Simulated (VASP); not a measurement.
# C (P6_3/mmc) in VASP: relaxation of cell and atoms with PBE

Aim: the relaxation of cell and atoms of C with PBE.

Program: VASP 6.6.1. These are calculated values, not measurements. Logs are shortened: lines on timing, memory, paths and dates and some standing lists are left out, and cuts for length are marked.

### Step 1. The cell of the first run

The structure is hexagonal, space group P6_3/mmc (No. 194). Conventional cell: a = 2.512 Å, b = 2.512 Å, c = 4.180 Å, α = 90.00°, β = 90.00°, γ = 120.00°. Within 2.1 Å of C (site symmetry 3m) lie 4 C at 1.54 to 1.57 Å.

### Step 2. Relaxation of cell and atoms, PBE

The input, INCAR:

```
ALGO     = Normal         # electronic algorithm
EDIFF    = 1E-7           # SCF threshold, eV
EDIFFG   = -0.015         # ionic threshold
ENCUT    = 600            # plane-wave cutoff, eV
GGA      = PE             # functional
IBRION   = 2              # ionic algorithm
ISIF     = 3              # what is computed and relaxed
ISMEAR   = 0              # smearing method
LASPH    = T              # aspherical terms in the spheres
LCHARG   = F              # write CHGCAR
LREAL    = F              # projectors in reciprocal space
LWAVE    = F              # write WAVECAR
NELM     = 100            # most SCF steps
NSW      = 80             # ionic steps
PREC     = Accurate       # precision mode
SIGMA    = 0.01           # smearing width, eV
```

The input, KPOINTS:

```
k-points
0
Gamma
  12 8 8
```

The input, POSCAR:

```
C
1.0
   -1.2558012657     -2.1751115965      0.0000000000
    0.0000000000      0.0000000000     -4.1804050723
    3.7674037972     -2.1751115965      0.0000000000
C
8
Direct
    0.0000000000      0.9372775342      0.3333333333
    0.5000000000      0.9372775342      0.8333333333
    0.0000000000      0.4372775342      0.6666666667
    0.5000000000      0.4372775342      0.1666666667
    0.0000000000      0.5627224658      0.3333333333
    0.5000000000      0.5627224658      0.8333333333
    0.0000000000      0.0627224658      0.6666666667
    0.5000000000      0.0627224658      0.1666666667
```

Potentials or basis: VASP PAW PBE potentials, release 64 (C).

On the command line:

```
$ cat potpaw_PBE.64/C/POTCAR > POTCAR
$ mpirun -np 1 vasp_std > vasp.out
```

OUTCAR:

```text
EDIFF = 1E-7
   EDIFFG = -0.015
   ENCUT = 600
   GGA = PE
   IBRION = 2
   ISIF = 3
   ISMEAR = 0
   LASPH = T
   LREAL = F
   NELM = 100
   NSW = 80
   PREC = Accurate

 ion  position               nearest neighbor table
   1  0.000  0.937  0.333-   8 1.54   8 1.54   7 1.54   5 1.57
   2  0.500  0.937  0.833-   7 1.54   7 1.54   8 1.54   6 1.57
   3  0.000  0.437  0.667-   6 1.54   6 1.54   5 1.54   7 1.57
   4  0.500  0.437  0.167-   5 1.54   5 1.54   6 1.54   8 1.57
   5  0.000  0.563  0.333-   4 1.54   4 1.54   3 1.54   1 1.57
   6  0.500  0.563  0.833-   3 1.54   3 1.54   4 1.54   2 1.57
   7  0.000  0.063  0.667-   2 1.54   2 1.54   1 1.54   3 1.57
   8  0.500  0.063  0.167-   1 1.54   1 1.54   2 1.54   4 1.57

  LATTYP: Found a simple orthorhombic cell.
 ALAT       =     2.5116025315
 B/A-ratio  =     1.6644373542
 C/A-ratio  =     1.7320508076

  Lattice vectors:

 A1 = (  -1.2558012657,  -2.1751115965,   0.0000000000)
 A2 = (   0.0000000000,   0.0000000000,  -4.1804050723)
 A3 = (   3.7674037972,  -2.1751115965,   0.0000000000)

Analysis of symmetry for initial positions (statically):
=====================================================================
 Subroutine PRICEL returns following result:

  LATTYP: Found a hexagonal cell.
 ALAT       =     2.5116025315
 C/A-ratio  =     1.6644373542

  Lattice vectors:

 A1 = (   1.2558012657,  -2.1751115965,   0.0000000000)
 A2 = (  -2.5116025314,   0.0000000000,   0.0000000000)
 A3 = (   0.0000000000,   0.0000000000,  -4.1804050723)

   2 primitive cells build up your supercell.

 Routine SETGRP: Setting up the symmetry group for a
 simple orthorhombic supercell.

 Subroutine GETGRP returns: Found  8 space group operations
 (whereof  4 operations were pure point group operations)
 out of a pool of  8 trial point group operations.

The static configuration has the point symmetry C_2h.
 The point group associated with its full space group is D_2h.

Analysis of symmetry for dynamics (positions and initial velocities):
=====================================================================
 Subroutine PRICEL returns following result:

  LATTYP: Found a hexagonal cell.
 ALAT       =     2.5116025315
 C/A-ratio  =     1.6644373542

  Lattice vectors:

 A1 = (   1.2558012657,  -2.1751115965,   0.0000000000)
 A2 = (  -2.5116025314,   0.0000000000,   0.0000000000)
 A3 = (   0.0000000000,   0.0000000000,  -4.1804050723)

   2 primitive cells build up your supercell.

 Routine SETGRP: Setting up the symmetry group for a
 simple orthorhombic supercell.

 Subroutine GETGRP returns: Found  8 space group operations
 (whereof  4 operations were pure point group operations)
 out of a pool of  8 trial point group operations.

The dynamic configuration has the point symmetry C_2h.
 The point group associated with its full space group is D_2h.

 Subroutine INISYM returns: Found  8 space group operations
 (whereof  4 operations are pure point group operations),
 and found     2 'primitive' translations

----------------------------------------------------------------------------------------

                                     Primitive cell

  volume of cell :      22.8376

  direct lattice vectors                    reciprocal lattice vectors
     1.255801266 -2.175111596  0.000000000     0.000000000 -0.459746526  0.000000000
    -2.511602531  0.000000000  0.000000000    -0.398152171 -0.229873263  0.000000000
     0.000000000  0.000000000 -4.180405072     0.000000000  0.000000000 -0.239211268

  length of vectors
     2.511602532  2.511602531  4.180405072     0.459746526  0.459746526  0.239211268

  position of ions in fractional coordinates (direct lattice)
     0.333333333  0.666666667  0.937277534
     0.666666667  0.333333333  0.437277534
     0.333333333  0.666666667  0.562722466
     0.666666667  0.333333333  0.062722466

  ion indices of the primitive-cell ions
   primitive index   ion index
                 1           1
                 2           3
                 3           5
                 4           7

----------------------------------------------------------------------------------------

 KPOINTS: k-points

Automatic generation of k-mesh.
 Grid dimensions read from file:
 generate k-points for:   12    8    8

 Generating k-lattice:

  Cartesian coordinates                     Fractional coordinates (reciprocal lattice)
    -0.016589674 -0.028734158  0.000000000     0.083333333  0.000000000  0.000000000
     0.000000000  0.000000000 -0.029901409     0.000000000  0.125000000  0.000000000
     0.024884511 -0.014367079  0.000000000     0.000000000  0.000000000  0.125000000

  Length of vectors
     0.033179348  0.029901409  0.028734158

  Shift w.r.t. Gamma in fractional coordinates (k-lattice)
     0.000000000  0.000000000  0.000000000

 Subroutine IBZKPT returns following result:
 ===========================================

 Found    175 irreducible k-points:

 Following reciprocal coordinates:
            Coordinates               Weight
  0.000000  0.000000  0.000000      1.000000
  0.083333  0.000000 -0.000000      2.000000
  0.166667  0.000000  0.000000      2.000000
  0.250000  0.000000  0.000000      2.000000
  0.333333  0.000000  0.000000      2.000000
  0.416667  0.000000  0.000000      2.000000
[... 16 lines left out ...]
  0.083333  0.375000 -0.000000      4.000000
  0.166667  0.375000  0.000000      4.000000
 [... further k-points ...]
   k-points           NKPTS =    175   k-points in BZ     NKDIM =    175   number of bands    NBANDS=     21
   number of dos      NEDOS =    301   number of ions     NIONS =      8
   total plane-waves  NPLWV =  25920
   dimension x,y,z NGX =    20 NGY =   36 NGZ =   36
   dimension x,y,z NGXF=    40 NGYF=   72 NGZF=   72
   ions per type =               8
   NGX,Y,Z   is equivalent  to a cutoff of  13.24, 14.32, 13.76 a.u.
   NGXF,Y,Z  is equivalent  to a cutoff of  26.48, 28.63, 27.52 a.u.
 SYSTEM =  unknown system
   PREC   = accura    normal or accurate (medium, high low for compatibility)
   ISTART =      0    job   : 0-new  1-cont  2-samecut
   ICHARG =      2    charge: 1-file 2-atom 10-const
   ISPIN  =      1    spin polarized calculation?
   LNONCOLLINEAR =      F non collinear calculations
   LSORBIT =      F    spin-orbit coupling
   LASPH  =      T    aspherical Exc in radial PAW
   ENCUT  =  600.0 eV  44.10 Ry    6.64 a.u.   5.02  8.35  8.69*2*pi/ulx,y,z
   NELM   =    100;   NELMIN=  2; NELMDL= -5     # of ELM steps
   EDIFF  = 0.1E-06   stopping-criterion for ELM
   LREAL  =      F    real-space projection
   EDIFFG = -.1E-01   stopping-criterion for IOM
   NSW    =     80    number of steps for IOM
   IBRION =      2    ionic relax: 0-MD 1-quasi-New 2-CG
   NFREE  =      1    steps in history (QN), initial steepest desc. (CG)
   ISIF   =      3    stress and relaxation
   ISYM   =      2    0-nonsym 1-usesym 2-fastsym
   POTIM  = 0.5000    time-step for ionic-motion
   TEBEG  =    0.0;   TEEND  =   0.0 temperature during run
   PSTRESS=    0.0 pullay stress
   NELECT =      32.0000    total number of electrons
   NUPDOWN=      -1.0000    fix difference up-down
   EMIN   =  10.00;   EMAX   =-10.00  energy-range for DOS
   EFERMI =   0.00;   METHOD = LEGACY
   ISMEAR =     0;   SIGMA  =   0.01  broadening in eV -4-tet -1-fermi 0-gaus
   EFERMI_NEDOS =   21; number of points for ismear=-14 and -15
   IALGO  =     38    algorithm
   IMIX   =      4    mixing-type and parameters
     AMIX     =   0.40;   BMIX     =  1.00
     AMIX_MAG =   1.60;   BMIX_MAG =  1.00
  volume/ion in A,a.u.               =       5.71        38.53
  Fermi-wavevector in a.u.,A,eV,Ry     =   1.454000  2.747663 28.764314  2.114117
  Thomas-Fermi vector in A             =   2.571202
   LORBIT       =      0    0 simple, 1 ext, 2 COOP (PROOUT), +10 PAW based schemes
   GGA     = PE    functional components
   LHFCALC =     F    Hartree Fock is set to
   AEXX    =    0.0000 exact exchange contribution
   IVDW    =     0    specifies the selected vdW correction
   LEPSILON=     F    determine dielectric tensor
   LRPA    =     F    only Hartree local field effects (RPA)
 conjugate gradient relaxation of ions
 non-spin polarized calculation
 Gauss-broadening in eV      SIGMA  =   0.01
  energy-cutoff  :      600.00
  volume of cell :       45.68
 maximum number of plane-waves:      1552
   NGX = 11   NGY = 17   NGZ = 17

 number of electron      32.0000001 magnetization

 Free energy of the ion-electron system (eV)
  ---------------------------------------------------
  ext. energy  EPLUGINS =         0.00000000
  ---------------------------------------------------
  free energy    TOTEN  =       -72.56487412 eV

  energy without entropy =      -72.56487412  energy(sigma->0) =      -72.56487412

 E-fermi :   9.9653     XC(G=0): -13.2123

 val. band max:        9.9160424444   @ k =   0.0000   0.0000   0.0000
 cond. band min:      13.2611777707   @ k =   0.3333   0.0000   0.0000
 fundamental gap:      3.3451353263
 Fermi energy:         9.9653071438

 k-point     1 :       0.0000    0.0000    0.0000
  band No.  band energies     occupation
      1     -11.7775      2.00000
      2      -6.5558      2.00000
      3      -6.2412      2.00000
      4      -4.7282      2.00000
      5      -3.6901      2.00000
      6      -1.4062      2.00000
[... 13 lines left out ...]
     20      15.2455      0.00000
     21      17.9711      0.00000

 k-point     2 :       0.0833    0.0000   -0.0000
  band No.  band energies     occupation
      1     -11.6485      2.00000
      2      -6.4367      2.00000
      3      -6.1247      2.00000
      4      -4.6404      2.00000
      5      -3.5701      2.00000
      6      -1.3032      2.00000
[... 13 lines left out ...]
     20      15.4774      0.00000
     21      16.2581      0.00000

 k-point     3 :       0.1667    0.0000    0.0000
  band No.  band energies     occupation
      1     -11.2629      2.00000
      2      -6.0801      2.00000
      3      -5.7767      2.00000
      4      -4.4129      2.00000
      5      -3.2167      2.00000
      6      -0.9947      2.00000
[... 13 lines left out ...]
     20      16.0082      0.00000
     21      17.5189      0.00000

 k-point     4 :       0.2500    0.0000    0.0000
  band No.  band energies     occupation
      1     -10.6243      2.00000
      2      -5.4893      2.00000
      3      -5.1995      2.00000
      4      -4.2348      2.00000
      5      -2.6542      2.00000
      6      -0.4939      2.00000
[... 13 lines left out ...]
     20      16.7059      0.00000
     21      20.0399      0.00000

 k-point     5 :       0.3333    0.0000    0.0000
  band No.  band energies     occupation
      1      -9.7404      2.00000
      2      -4.6727      2.00000
      3      -4.6727      2.00000
      4      -4.4000      2.00000
      5      -1.9660      2.00000
      6      -1.1201      2.00000
[... 13 lines left out ...]
     20      17.5557      0.00000
     21      19.9016      0.00000
[... 382 lines left out ...]
     20      17.5569      0.00000
     21      20.1913      0.00000

 k-point    22 :       0.0000    0.3750    0.0000
  band No.  band energies     occupation
      1     -10.8359      2.00000
      2      -9.1953      2.00000
      3      -5.6993      2.00000
      4      -4.3820      2.00000
      5      -3.5268      2.00000
      6      -2.2057      2.00000
[... 13 lines left out ...]
     20      16.3389      0.00000
     21      16.5439      0.00000

 k-point    23 :       0.0833    0.3750   -0.0000
  band No.  band energies     occupation
      1     -10.7080      2.00000
      2      -9.0699      2.00000
      3      -5.5826      2.00000
      4      -4.2834      2.00000
      5      -3.4214      2.00000
      6      -2.1191      2.00000
[... 13 lines left out ...]
     20      16.6472      0.00000
     21      17.2703      0.00000

 k-point    24 :       0.1667    0.3750    0.0000
  band No.  band energies     occupation
      1     -10.3256      2.00000
      2      -8.6950      2.00000
      3      -5.2345      2.00000
      4      -4.0095      2.00000
      5      -3.1203      2.00000
      6      -1.8947      2.00000
[... 13 lines left out ...]
     20      17.5079      0.00000
     21      17.9315      0.00000

 [... further k-points ...]
[... 5 lines left out ...]
  --------------------------------------------------------------------------------------
  -------------------------------------------------------------------------------------
  Total       -0.0025329     -0.0027945     -0.0293938     -0.0002265      0.0000000      0.0000000
  in kB       -0.0888487     -0.0980236     -1.0310622     -0.0079457      0.0000000      0.0000000
  external PRESSURE =      -0.4059782 kB  Pullay stress =       0.0000000 kB

 VOLUME and BASIS-vectors are now :
 -----------------------------------------------------------------------------
  energy-cutoff  :      600.00
  volume of cell :       45.68
      direct lattice vectors                 reciprocal lattice vectors
    -1.255801266 -2.175111596  0.000000000    -0.199076085 -0.344809894  0.000000000
     0.000000000  0.000000000 -4.180405072     0.000000000  0.000000000 -0.239211268
     3.767403797 -2.175111596  0.000000000     0.199076085 -0.114936631  0.000000000

 POSITION                                       TOTAL-FORCE (eV/Angst)
 -----------------------------------------------------------------------------------
      1.25580     -0.72504     -3.91820         0.000004     -0.000002      0.006300
      2.51160     -2.90015     -3.91820         0.000004     -0.000002      0.006300
      2.51160     -1.45007     -1.82800        -0.000004      0.000002      0.006300
      0.00000     -1.45007     -1.82800        -0.000004      0.000002      0.006300
      1.25580     -0.72504     -2.35241         0.000004     -0.000002     -0.006300
      2.51160     -2.90015     -2.35241         0.000004     -0.000002     -0.006300
      2.51160     -1.45007     -0.26221        -0.000004      0.000002     -0.006300
      0.00000     -1.45007     -0.26221        -0.000004      0.000002     -0.006300
 -----------------------------------------------------------------------------------
    total drift:                                0.000000     -0.000000      0.000000

  FREE ENERGIE OF THE ION-ELECTRON SYSTEM (eV)
  ---------------------------------------------------
  free  energy   TOTEN  =       -72.5648741194 eV

  energy  without entropy=      -72.5648741194  energy(sigma->0) =      -72.56487412

 reached required accuracy - stopping structural energy minimisation
```

It took 76 s on 1 thread of Intel Xeon 6975P-C (Granite Rapids), shared host; peak memory 0.25 GiB.

Results:

```
Free energy                  : -72.5649 eV
Pressure after relaxing      : 0.0 GPa
Largest force after relaxing : 0.006 eV/Å
Band gap on the k mesh       : 3.35 eV
```

Forces on the atoms (eV/Å):
```
C    0.000  0.000  0.006
C    0.000  0.000  0.006
C    0.000  0.000  0.006
C    0.000  0.000  0.006
C    0.000  0.000 -0.006
C    0.000  0.000 -0.006
C    0.000  0.000 -0.006
C    0.000  0.000 -0.006
```

Stress tensor (GPa, compression positive):
```
-0.01  0.00  0.00
 0.00 -0.01  0.00
 0.00  0.00 -0.10
```

Final structure:
```
C
1.0
    -1.25580   -2.17511    0.00000
     0.00000    0.00000   -4.18041
     3.76740   -2.17511    0.00000
C
8
Direct
  0.00000 0.93728 0.33333
  0.50000 0.93728 0.83333
  0.00000 0.43728 0.66667
  0.50000 0.43728 0.16667
  0.00000 0.56272 0.33333
  0.50000 0.56272 0.83333
  0.00000 0.06272 0.66667
  0.50000 0.06272 0.16667
```

Levels at points of the mesh, in eV from the valence-band top:
```csv
k point,band 13,band 14,band 15,band 16,band 17,band 18,band 19,band 20
"(0.00, 0.00, 0.00)",-3.06,-0.47,0.00,0.00,4.48,4.96,4.96,5.33
"(0.50, 0.00, 0.00)",-5.54,-5.54,-5.13,-5.13,4.48,4.48,9.68,9.74
"(0.00, 0.50, 0.00)",-1.83,-1.83,-1.83,-1.83,5.88,5.88,6.49,6.49
"(0.50, 0.50, 0.00)",-4.60,-4.60,-4.60,-4.60,7.23,7.23,7.23,7.23
"(0.00, 0.00, 0.50)",-2.50,-2.50,-1.85,-1.85,4.92,4.92,6.92,6.92
"(0.50, 0.00, 0.50)",-5.90,-5.90,-3.12,-3.12,4.48,4.48,8.10,8.14
"(0.00, 0.50, 0.50)",-3.77,-3.77,-3.77,-3.77,6.04,6.04,6.04,6.04
"(0.50, 0.50, 0.50)",-4.78,-4.78,-4.78,-4.78,5.88,5.88,5.88,5.88
```

Caveat: the relaxation stopped at its first step, so nothing moved. A k mesh can miss the band edges.
